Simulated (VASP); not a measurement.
## Ge3Pt: single point with PBE

Ge3Pt:

```
Ge Pt
1.0
     0.00000    3.27686    3.27686
     3.27686    0.00000    3.27686
     3.27686    3.27686    0.00000
Ge Pt
3 1
Direct
  0.25000 0.25000 0.25000
  0.75000 0.75000 0.75000
  0.50000 0.50000 0.50000
  0.00000 0.00000 0.00000
```

| Property | Result |
| --- | --- |
| Program | VASP 6.6.1 |
| Task | single point |
| Functional | PBE |
| Potentials or basis | VASP PAW PBE potentials, release 64 (Ge_d, Pt) |
| Cutoff | 520 eV |
| k mesh | 6 × 6 × 6 |
| Occupations | gaussian, width 0.1 eV |
| Spin | no spin polarisation |

```json
{
 "Pressure": "0.2 GPa",
 "Band gap on the k mesh": "zero (band 26 reaches 8.18 eV, above the bottom of band 27 at 7.86 eV)"
}
```

Levels at points of the mesh, in eV from the Fermi level:
```csv
k point,band 23,band 24,band 25,band 26,band 27,band 28,band 29,band 30
"(0.00, 0.00, 0.00)",-3.24,-1.49,-1.49,-1.49,1.37,1.37,1.37,1.85
"(0.50, 0.00, 0.00)",-3.22,-1.48,-1.48,-0.52,-0.11,-0.11,2.74,3.67
"(0.50, 0.50, 0.00)",-3.32,-2.97,-2.26,-1.26,3.34,4.12,4.12,4.54
```

Wall time 41 s on 1 thread of Intel(R) Xeon(R) Platinum 8488C (Sapphire Rapids), on a shared host, peak memory 0.21 GiB.

Caveat: spin-orbit coupling is left out, which moves the levels of the heavy elements.
